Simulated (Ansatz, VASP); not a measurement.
# One calculation of CdS, two programs

The input POSCAR:

```
CdS
1.0
    0.0000000000      2.9969275326      2.9969275326
    2.9969275326      0.0000000000      2.9969275326
    2.9969275326      2.9969275326      0.0000000000
Cd S
1 1
Direct
    0.0000000000      0.0000000000      0.0000000000
    0.2500000000      0.2500000000      0.2500000000
```

INCAR.step1

```
PREC = Accurate ; ENCUT = 520
ISMEAR = 0 ; SIGMA = 0.02
LREAL = False ; LASPH = True
NELM = 80 ; NBANDS = 16
GGA = PE ; ALGO = Normal
EDIFF = 1E-4 ; LWAVE = True
LCHARG = False
```

File INCAR.step2:

```
PREC = Accurate ; ENCUT = 520
EDIFF = 1E-6 ; ISMEAR = 0
SIGMA = 0.02 ; LREAL = False
LASPH = True ; NELM = 80
ALGO = Normal ; ISIF = 2
LWAVE = False ; LCHARG = True
METAGGA = R2SCAN ; LMIXTAU = True
LELF = True ; LVHAR = True
NBANDS = 16 ; ISTART = 1
```

KPOINTS

```
Automatic mesh
0
Gamma
  8 8 8
```

Input for Ansatz:

```yaml
crystal:
  lattice:
    - [0.0, 2.9969275285, 2.9969275285]
    - [2.9969275285, 0.0, 2.9969275285]
    - [2.9969275285, 2.9969275285, 0.0]
  atoms:
    - { symbol: Cd, position: [0.0, 0.0, 0.0] }
    - { symbol: S, position: [0.25, 0.25, 0.25] }
basis:
  ecutwfc: 500
kpoints:
  mp_grid: { grid: [8, 8, 8] }
hamiltonian:
  xc: r2scan
scf:
  occupations: { method: gaussian, width: 0.02 }
output:
  forces: true
  stress: true
  eigenvalues: true
```

Alike in both runs: task single point; functional r2SCAN; k mesh 8 × 8 × 8; occupations gaussian, width 0.02 eV; no spin polarisation.

```csv
,VASP,Ansatz
version,VASP 6.6.1,Ansatz 0.2.0
potentials or method,"VASP PAW PBE potentials, release 64 (Cd, S), cutoff 520 eV","scalar-relativistic, plane waves, PAW"
valence electrons in the cell,18,26
```

```csv
,VASP,Ansatz,Ansatz less VASP
gap on the k mesh at the Fermi level (eV),1.40,1.41,+0.006
least direct gap on the mesh (eV),1.40,1.41,+0.006
pressure (GPa),-2.9,-3.1,-0.23
```

VASP's potentials were made for PBE, not for r2SCAN. VASP's potentials hold 18 valence electrons a cell and Ansatz's 26, so a difference there can come from the potentials and not from the codes.
